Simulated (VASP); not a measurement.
# MgO in VASP: further runs

The runs below take MgO through single point, with PBE.

All numbers are computed with VASP 6.6.1; they aren't measurements. Logs are shortened: lines on timing, memory, paths and dates and some standing lists are left out, and cuts for length are marked.

### Step 1. The cell of the first run

The cell holds a wire or tube with vacuum around it, 18 atoms: a = 13.300 Å, b = 13.600 Å, c = 3.990 Å, α = 90.00°, β = 90.00°, γ = 90.00°.

### Step 2. Single point, PBE

File INCAR:

```
SYSTEM = MgO
PREC = Accurate ; ENCUT = 520
EDIFF = 1E-7 ; ISMEAR = 0
SIGMA = 0.05 ; LREAL = Auto
LASPH = .TRUE. ; NELM = 100
ALGO = Normal ; ISIF = 2
LWAVE = .FALSE. ; LCHARG = .TRUE.
GGA = PE ; LELF = .TRUE.
LVHAR = .TRUE. ; NBANDS = 51
```

File KPOINTS:

```
Automatic mesh
0
G
  1 1 8
  0 0 0
```

File POSCAR:

```
MgO
1.0
   13.3000000000      0.0000000000      0.0000000000
    0.0000000000     13.6000000000      0.0000000000
    0.0000000000      0.0000000000      3.9900480684
Mg O
9 9
Direct
    0.5000000000      0.5000000000      0.0000000000
    0.5000000000      0.3430226387      0.5000000000
    0.5000000000      0.6569773613      0.5000000000
    0.3394858114      0.5000000000      0.5000000000
    0.6605141886      0.5000000000      0.5000000000
    0.3457156146      0.3491179949      0.0000000000
    0.3457156146      0.6508820051      0.0000000000
    0.6542843854      0.3491179949      0.0000000000
    0.6542843854      0.6508820051      0.0000000000
    0.3366298970      0.5000000000      0.0000000000
    0.6633701030      0.5000000000      0.0000000000
    0.3406511656      0.3441657423      0.5000000000
    0.3406511656      0.6558342577      0.5000000000
    0.6593488344      0.3441657423      0.5000000000
    0.6593488344      0.6558342577      0.5000000000
    0.5000000000      0.5000000000      0.5000000000
    0.5000000000      0.3402325592      0.0000000000
    0.5000000000      0.6597674408      0.0000000000
```

Potentials or basis: VASP PAW PBE potentials, release 64 (Mg, O).

Started as:

```console
$ cat potpaw_PBE.64/Mg/POTCAR potpaw_PBE.64/O/POTCAR > POTCAR
$ mpirun -np 1 vasp_std > vasp.out
```

OUTCAR:

```text
SYSTEM = MgO
   PREC = Accurate
   ENCUT = 520
   EDIFF = 1E-7
   ISMEAR = 0
   LREAL = Auto
   LASPH = .TRUE.
   NELM = 100
   ISIF = 2
   GGA = PE

 ion  position               nearest neighbor table
   1  0.500  0.500  0.000-  16 2.00  16 2.00  10 2.17  11 2.17  18 2.17  17 2.17   8 2.90   9 2.90
                             6 2.90   7 2.90   4 2.92   4 2.92   5 2.92   5 2.92   3 2.92   3 2.92
   2  0.500  0.343  0.500-  17 2.00  17 2.00  12 2.12  14 2.12  16 2.13   8 2.86   6 2.86   8 2.86
                             6 2.86   1 2.92   1 2.92   4 3.02   5 3.02
   3  0.500  0.657  0.500-  18 2.00  18 2.00  13 2.12  15 2.12  16 2.13   9 2.86   7 2.86   9 2.86
                             7 2.86   1 2.92   1 2.92   4 3.02   5 3.02
   4  0.339  0.500  0.500-  10 2.00  10 2.00  13 2.12  12 2.12  16 2.13   7 2.86   6 2.86   7 2.86
                             6 2.86   1 2.92   1 2.92   2 3.02   3 3.02
   5  0.661  0.500  0.500-  11 2.00  11 2.00  15 2.12  14 2.12  16 2.13   9 2.86   8 2.86   9 2.86
                             8 2.86   1 2.92   1 2.92   2 3.02   3 3.02
   6  0.346  0.349  0.000-  12 2.00  12 2.00  17 2.06  10 2.06   2 2.86   2 2.86   4 2.86   4 2.86
                             1 2.90
   7  0.346  0.651  0.000-  13 2.00  13 2.00  18 2.06  10 2.06   3 2.86   3 2.86   4 2.86   4 2.86
                             1 2.90
   8  0.654  0.349  0.000-  14 2.00  14 2.00  17 2.06  11 2.06   2 2.86   2 2.86   5 2.86   5 2.86
                             1 2.90
   9  0.654  0.651  0.000-  15 2.00  15 2.00  18 2.06  11 2.06   3 2.86   3 2.86   5 2.86   5 2.86
                             1 2.90
  10  0.337  0.500  0.000-   4 2.00   4 2.00   7 2.06   6 2.06   1 2.17
  11  0.663  0.500  0.000-   5 2.00   5 2.00   9 2.06   8 2.06   1 2.17
  12  0.341  0.344  0.500-   6 2.00   6 2.00   2 2.12   4 2.12
  13  0.341  0.656  0.500-   7 2.00   7 2.00   3 2.12   4 2.12
  14  0.659  0.344  0.500-   8 2.00   8 2.00   2 2.12   5 2.12
  15  0.659  0.656  0.500-   9 2.00   9 2.00   3 2.12   5 2.12
  16  0.500  0.500  0.500-   1 2.00   1 2.00   5 2.13   4 2.13   3 2.13   2 2.13
  17  0.500  0.340  0.000-   2 2.00   2 2.00   8 2.06   6 2.06   1 2.17
  18  0.500  0.660  0.000-   3 2.00   3 2.00   9 2.06   7 2.06   1 2.17

  LATTYP: Found a simple orthorhombic cell.
 ALAT       =     3.9900480684
 B/A-ratio  =     3.3332931764
 C/A-ratio  =     3.4084802406

  Lattice vectors:

 A1 = (   0.0000000000,   0.0000000000,   3.9900480684)
 A2 = (  13.3000000000,   0.0000000000,   0.0000000000)
 A3 = (   0.0000000000,  13.6000000000,   0.0000000000)

Analysis of symmetry for initial positions (statically):
=====================================================================
 Subroutine PRICEL returns:
 Original cell was already a primitive cell.

 Routine SETGRP: Setting up the symmetry group for a
 simple orthorhombic supercell.

 Subroutine GETGRP returns: Found  8 space group operations
 (whereof  8 operations were pure point group operations)
 out of a pool of  8 trial point group operations.

The static configuration has the point symmetry D_2h.

Analysis of symmetry for dynamics (positions and initial velocities):
=====================================================================
 Subroutine PRICEL returns:
 Original cell was already a primitive cell.

 Routine SETGRP: Setting up the symmetry group for a
 simple orthorhombic supercell.

 Subroutine GETGRP returns: Found  8 space group operations
 (whereof  8 operations were pure point group operations)
 out of a pool of  8 trial point group operations.

The dynamic configuration has the point symmetry D_2h.

 Subroutine INISYM returns: Found  8 space group operations
 (whereof  8 operations are pure point group operations),
 and found     1 'primitive' translations

----------------------------------------------------------------------------------------

                                     Primitive cell

  volume of cell :     721.7199

  direct lattice vectors                    reciprocal lattice vectors
    13.300000000  0.000000000  0.000000000     0.075187970  0.000000000  0.000000000
     0.000000000 13.600000000  0.000000000     0.000000000  0.073529412  0.000000000
     0.000000000  0.000000000  3.990048068     0.000000000  0.000000000  0.250623547

  length of vectors
    13.300000000 13.600000000  3.990048068     0.075187970  0.073529412  0.250623547

  position of ions in fractional coordinates (direct lattice)
     0.500000000  0.500000000  0.000000000
     0.500000000  0.343022639  0.500000000
     0.500000000  0.656977361  0.500000000
     0.339485811  0.500000000  0.500000000
     0.660514189  0.500000000  0.500000000
     0.345715615  0.349117995  0.000000000
[... 10 lines left out ...]
     0.500000000  0.340232559  0.000000000
     0.500000000  0.659767441  0.000000000

  ion indices of the primitive-cell ions
   primitive index   ion index
                 1           1
                 2           2
                 3           3
                 4           4
                 5           5
                 6           6
[... 10 lines left out ...]
                17          17
                18          18

----------------------------------------------------------------------------------------

 KPOINTS: Automatic mesh

Automatic generation of k-mesh.
 Grid dimensions read from file:
 generate k-points for:    1    1    8

 Generating k-lattice:

  Cartesian coordinates                     Fractional coordinates (reciprocal lattice)
     0.075187970  0.000000000  0.000000000     1.000000000  0.000000000  0.000000000
     0.000000000  0.073529412  0.000000000     0.000000000  1.000000000  0.000000000
     0.000000000  0.000000000  0.031327943     0.000000000  0.000000000  0.125000000

  Length of vectors
     0.075187970  0.073529412  0.031327943

  Shift w.r.t. Gamma in fractional coordinates (k-lattice)
     0.000000000  0.000000000  0.000000000

 Subroutine IBZKPT returns following result:
 ===========================================

 Found      5 irreducible k-points:

 Following reciprocal coordinates:
            Coordinates               Weight
  0.000000  0.000000  0.000000      1.000000
  0.000000  0.000000  0.125000      2.000000
  0.000000  0.000000  0.250000      2.000000
  0.000000  0.000000  0.375000      2.000000
  0.000000  0.000000  0.500000      1.000000
   k-points           NKPTS =      5   k-points in BZ     NKDIM =      5   number of bands    NBANDS=     51
   number of dos      NEDOS =    301   number of ions     NIONS =     18
   total plane-waves  NPLWV = 324000
   dimension x,y,z NGX =   100 NGY =  108 NGZ =   30
   dimension x,y,z NGXF=   200 NGYF=  216 NGZF=   60
   ions per type =               9   9
   NGX,Y,Z   is equivalent  to a cutoff of  12.50, 13.20, 12.50 a.u.
   NGXF,Y,Z  is equivalent  to a cutoff of  25.00, 26.40, 25.00 a.u.
 SYSTEM =  MgO
   PREC   = accura    normal or accurate (medium, high low for compatibility)
   ISTART =      0    job   : 0-new  1-cont  2-samecut
   ICHARG =      2    charge: 1-file 2-atom 10-const
   ISPIN  =      1    spin polarized calculation?
   LNONCOLLINEAR =      F non collinear calculations
   LSORBIT =      F    spin-orbit coupling
   LASPH  =      T    aspherical Exc in radial PAW
   ENCUT  =  520.0 eV  38.22 Ry    6.18 a.u.  24.73 25.29  7.42*2*pi/ulx,y,z
   NELM   =    100;   NELMIN=  2; NELMDL= -5     # of ELM steps
   EDIFF  = 0.1E-06   stopping-criterion for ELM
   LREAL  =      T    real-space projection
   EDIFFG = 0.1E-05   stopping-criterion for IOM
   NSW    =      0    number of steps for IOM
   IBRION =     -1    ionic relax: 0-MD 1-quasi-New 2-CG
   NFREE  =      0    steps in history (QN), initial steepest desc. (CG)
   ISIF   =      2    stress and relaxation
   ISYM   =      2    0-nonsym 1-usesym 2-fastsym
   POTIM  = 0.5000    time-step for ionic-motion
   TEBEG  =    0.0;   TEEND  =   0.0 temperature during run
   PSTRESS=    0.0 pullay stress
   NELECT =      72.0000    total number of electrons
   NUPDOWN=      -1.0000    fix difference up-down
   EMIN   =  10.00;   EMAX   =-10.00  energy-range for DOS
   EFERMI =   0.00;   METHOD = LEGACY
   ISMEAR =     0;   SIGMA  =   0.05  broadening in eV -4-tet -1-fermi 0-gaus
   EFERMI_NEDOS =   21; number of points for ismear=-14 and -15
   IALGO  =     38    algorithm
   IMIX   =      4    mixing-type and parameters
     AMIX     =   0.40;   BMIX     =  1.00
     AMIX_MAG =   1.60;   BMIX_MAG =  1.00
  volume/ion in A,a.u.               =      40.10       270.58
  Fermi-wavevector in a.u.,A,eV,Ry     =   0.759270  1.434812  7.843630  0.576491
  Thomas-Fermi vector in A             =   1.858027
   LORBIT       =      0    0 simple, 1 ext, 2 COOP (PROOUT), +10 PAW based schemes
   GGA     = PE    functional components
   LHFCALC =     F    Hartree Fock is set to
   AEXX    =    0.0000 exact exchange contribution
   IVDW    =     0    specifies the selected vdW correction
   LEPSILON=     F    determine dielectric tensor
   LRPA    =     F    only Hartree local field effects (RPA)
 non-spin polarized calculation
 Gauss-broadening in eV      SIGMA  =   0.05
  energy-cutoff  :      520.00
  volume of cell :      721.72
 maximum number of plane-waves:     19505
 NGX is ok and might be reduce to    98
   NGX = 49   NGY = 51   NGZ = 15

 number of electron      71.9999969 magnetization

 Free energy of the ion-electron system (eV)
  ---------------------------------------------------
  ext. energy  EPLUGINS =         0.00000000
  ---------------------------------------------------
  free energy    TOTEN  =      -100.69223383 eV

  energy without entropy =     -100.69223383  energy(sigma->0) =     -100.69223383

 E-fermi :  -3.0360     XC(G=0):  -3.7297

 val. band max:       -3.3027032878   @ k =   0.0000   0.0000   0.0000
 cond. band min:       0.0132824138   @ k =   0.0000   0.0000   0.0000
 fundamental gap:      3.3159857016
 Fermi energy:        -3.0359618925

 k-point     1 :       0.0000    0.0000    0.0000
  band No.  band energies     occupation
      1     -20.0723      2.00000
      2     -19.4187      2.00000
      3     -19.4187      2.00000
      4     -19.1135      2.00000
      5     -19.0804      2.00000
      6     -18.5301      2.00000
[... 40 lines left out ...]
     47       3.7952      0.00000
     48       3.8064      0.00000
[... 202 lines left out ...]
     47       3.7952      0.00000
     48       4.2770      0.00000
 [bands above 48 left out]

------------------------ aborting loop because EDIFF is reached ----------------------------------------

  FORCE on cell =-STRESS in cart. coord.  units (eV):
  Direction    XX          YY          ZZ          XY          YZ          ZX
  --------------------------------------------------------------------------------------
  -------------------------------------------------------------------------------------
  Total       -0.4570331     -0.4430553     -0.8155841      0.0000000      0.0000000      0.0000000
  in kB       -1.0145877     -0.9835577     -1.8105506      0.0000000      0.0000000      0.0000000
  external PRESSURE =      -1.2695653 kB  Pullay stress =       0.0000000 kB

 VOLUME and BASIS-vectors are now :
 -----------------------------------------------------------------------------
  energy-cutoff  :      520.00
  volume of cell :      721.72
      direct lattice vectors                 reciprocal lattice vectors
    13.300000000  0.000000000  0.000000000     0.075187970  0.000000000  0.000000000
     0.000000000 13.600000000  0.000000000     0.000000000  0.073529412  0.000000000
     0.000000000  0.000000000  3.990048068     0.000000000  0.000000000  0.250623547

 POSITION                                       TOTAL-FORCE (eV/Angst)
 -----------------------------------------------------------------------------------
      6.65000      6.80000      0.00000         0.000000      0.000000      0.000000
      6.65000      4.66511      1.99502        -0.000000      0.029365      0.000000
      6.65000      8.93489      1.99502         0.000000     -0.029365      0.000000
      4.51516      6.80000      1.99502         0.032699     -0.000000     -0.000000
      8.78484      6.80000      1.99502        -0.032699      0.000000      0.000000
      4.59802      4.74800      0.00000         0.022111      0.021638      0.000000
[... 10 lines left out ...]
      6.65000      4.62716      0.00000         0.000000     -0.005425      0.000000
      6.65000      8.97284      0.00000         0.000000      0.005425      0.000000
 -----------------------------------------------------------------------------------
    total drift:                                0.000000     -0.000000     -0.000000

  FREE ENERGIE OF THE ION-ELECTRON SYSTEM (eV)
  ---------------------------------------------------
  free  energy   TOTEN  =      -100.6922338322 eV

  energy  without entropy=     -100.6922338322  energy(sigma->0) =     -100.69223383
```

Run time: 8.4 min. Hardware: 1 thread of Intel Xeon Platinum 8488C (Sapphire Rapids), shared host; peak memory 0.65 GiB.

What came out:

```
Free energy            : -100.6922 eV
Largest force          : 0.033 eV/Å
Band gap on the k mesh : 3.32 eV
```

Forces in eV/Å, atoms in the order of the input:
```
Mg   0.000  0.000  0.000
Mg   0.000  0.029  0.000
Mg   0.000 -0.029  0.000
Mg   0.033  0.000  0.000
Mg  -0.033  0.000  0.000
Mg   0.022  0.022  0.000
Mg   0.022 -0.022  0.000
Mg  -0.022  0.022  0.000
Mg  -0.022 -0.022  0.000
O   -0.007  0.000  0.000
O    0.007  0.000  0.000
O   -0.007 -0.001  0.000
O   -0.007  0.001  0.000
O    0.007 -0.001  0.000
O    0.007  0.001  0.000
O    0.000  0.000  0.000
O    0.000 -0.005  0.000
O    0.000  0.005  0.000
```

### Step 3. Single point, PBE

This run uses another cell than the first one.

File INCAR:

```
  ALGO = Normal
  EDIFF = 1E-7
  ENCUT = 520
  GGA = PE
  ISIF = 2
  ISMEAR = 0
  LASPH = True
  LCHARG = False
  LREAL = Auto
  LWAVE = False
  NBANDS = 51
  NELM = 100
  PREC = Accurate
  SIGMA = 0.05
```

File KPOINTS:

```
k-points
0
Gamma
  1 1 8
```

File POSCAR:

```
MgO
1.0
   13.3000000000      0.0000000000      0.0000000000
    0.0000000000     13.6000000000      0.0000000000
    0.0000000000      0.0000000000      4.2537045194
Mg O
9 9
Direct
    0.5000000000      0.5000000000      0.0000000000
    0.5000000000      0.3436138044      0.5000000000
    0.5000000000      0.6563861956      0.5000000000
    0.3400862963      0.5000000000      0.5000000000
    0.6599137037      0.5000000000      0.5000000000
    0.3400862963      0.3436138044      0.0000000000
    0.3400862963      0.6563861956      0.0000000000
    0.6599137037      0.3436138044      0.0000000000
    0.6599137037      0.6563861956      0.0000000000
    0.3400862963      0.5000000000      0.0000000000
    0.6599137037      0.5000000000      0.0000000000
    0.3400862963      0.3436138044      0.5000000000
    0.3400862963      0.6563861956      0.5000000000
    0.6599137037      0.3436138044      0.5000000000
    0.6599137037      0.6563861956      0.5000000000
    0.5000000000      0.5000000000      0.5000000000
    0.5000000000      0.3436138044      0.0000000000
    0.5000000000      0.6563861956      0.0000000000
```

Potentials or basis: VASP PAW PBE potentials, release 64 (Mg, O).

Started as:

```console
$ cat potpaw_PBE.64/Mg/POTCAR potpaw_PBE.64/O/POTCAR > POTCAR
$ mpirun -np 1 vasp_std > vasp.out
```

Run time: 8.8 min. Hardware: 1 thread of Intel Xeon Platinum 8488C (Sapphire Rapids), shared host; peak memory 0.71 GiB.

The run converged. Its results:

```
Free energy            : -99.3477 eV
Largest force          : 1.420 eV/Å
Band gap on the k mesh : 2.75 eV
```

Forces in eV/Å, atoms in the order of the input:
```
Mg   0.000  0.000  0.000
Mg   0.000  0.501  0.000
Mg   0.000 -0.501  0.000
Mg   0.504  0.000  0.000
Mg  -0.504  0.000  0.000
Mg   1.006  1.003  0.000
Mg   1.006 -1.003  0.000
Mg  -1.006  1.003  0.000
Mg  -1.006 -1.003  0.000
O   -0.499  0.000  0.000
O    0.499  0.000  0.000
O   -0.063 -0.059  0.000
O   -0.063  0.059  0.000
O    0.063 -0.059  0.000
O    0.063  0.059  0.000
O    0.000  0.000  0.000
O    0.000 -0.498  0.000
O    0.000  0.498  0.000
```

Levels at points of the mesh, in eV from the valence-band top:
| k point | band 34 | band 35 | band 36 | band 37 | band 38 | band 39 |
| --- | --- | --- | --- | --- | --- | --- |
| (0.00, 0.00, 0.00) | -0.17 | -0.06 | 0.00 | 2.75 | 3.59 | 3.62 |
| (0.00, 0.00, 0.50) | -0.13 | -0.13 | -0.11 | 4.71 | 4.92 | 4.93 |
